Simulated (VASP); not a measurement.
Wanted: the native input for a VASP 6.6.1 run.

```
Task                   : single point
Functional             : PBEsol
Potentials or basis    : VASP PAW PBE potentials, release 64 (Os)
Cutoff                 : 520 eV
k mesh                 : 17 × 17 × 10
Occupations            : fermi-dirac, width 0.08 eV
Spin                   : no spin polarisation
Dipole correction      : no
Further INCAR settings : ALGO = Normal; EDIFF = 1e-06; NBANDS = 15
```

The structure of Os lies in POSCAR:

```
Os
1.0
    2.7431834308      0.0000000000      0.0000000000
   -1.3715917155      2.3756665384      0.0000000000
    0.0000000000      0.0000000000      4.3340512682
Os
2
Direct
    0.3333333333      0.6666666667      0.2500000000
    0.6666666667      0.3333333333      0.7500000000
```

This cell differs from its parent crystal: volume scaled by 1.01.

These files were run (other wordings do the same):

INCAR

```
SYSTEM = Os
ALGO = Normal
EDIFF = 1E-6
ENCUT = 520
GGA = PS
ISIF = 2
ISMEAR = -1
LASPH = .TRUE.
LCHARG = .FALSE.
LREAL = .FALSE.
LWAVE = .FALSE.
NBANDS = 15
NELM = 60
PREC = Accurate
SIGMA = 0.08
```

KPOINTS

```
k-points
0
G
  17 17 10
  0 0 0
```

Potentials or basis: VASP PAW PBE potentials, release 64 (Os).

Run with:

```console
$ cat potpaw_PBE.64/Os/POTCAR > POTCAR
$ mpirun -np 1 vasp_std > vasp.out
```

Results of the run:

```yaml
Pressure: -6.5 GPa
Band_gap_on_the_k_mesh: zero (band 8 reaches 11.19 eV, above the bottom of band 9 at 7.33 eV)
```

Caveat: the PAW data sets were made with another functional, which shifts forces and pressure a little; spin-orbit coupling is left out, which moves the levels of the heavy elements.

Wall time 37 s on 1 thread of Intel(R) Xeon(R) 6975P-C (Granite Rapids), with other jobs on the host, peak memory 0.19 GiB.
